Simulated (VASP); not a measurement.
Input of a VASP 6.6.1 run:

File INCAR:

```
SYSTEM = SiC
ALGO = Normal ; EDIFF = 1E-6
ENCUT = 600 ; GGA = CA
GGA_COMPAT = .FALSE. ; ISIF = 2
ISMEAR = 0 ; LASPH = .TRUE.
LCHARG = .FALSE. ; LREAL = .FALSE.
LWAVE = .FALSE. ; NBANDS = 11
NELM = 120 ; PREC = Accurate
SIGMA = 0.01
```

The input KPOINTS:

```
k-points
0
G
  10 10 10
  0 0 0
```

POSCAR

```
SiC
1.0
   -0.0140111260      2.1721676711      2.1861787971
    2.1721676711     -0.0140111260      2.1861787971
    2.1581565452      2.1581565452      0.0000000000
Si C
1 1
Direct
   -0.0006011847     -0.0006011847      0.0006011847
    0.2506011847      0.2506011847      0.2493988153
```

Potentials or basis: VASP PAW LDA potentials, release 64 (Si, C).

The run is started by

```console
$ cat potpaw_LDA.64/Si/POTCAR potpaw_LDA.64/C/POTCAR > POTCAR
$ mpirun -np 1 vasp_std > vasp.out
```

(1) Estimate the pressure.

(2) Predict the band gap on the k mesh.

Results:

(1) -3.5 GPa.

(2) 1.20 eV, indirect (least direct gap 4.37 eV).
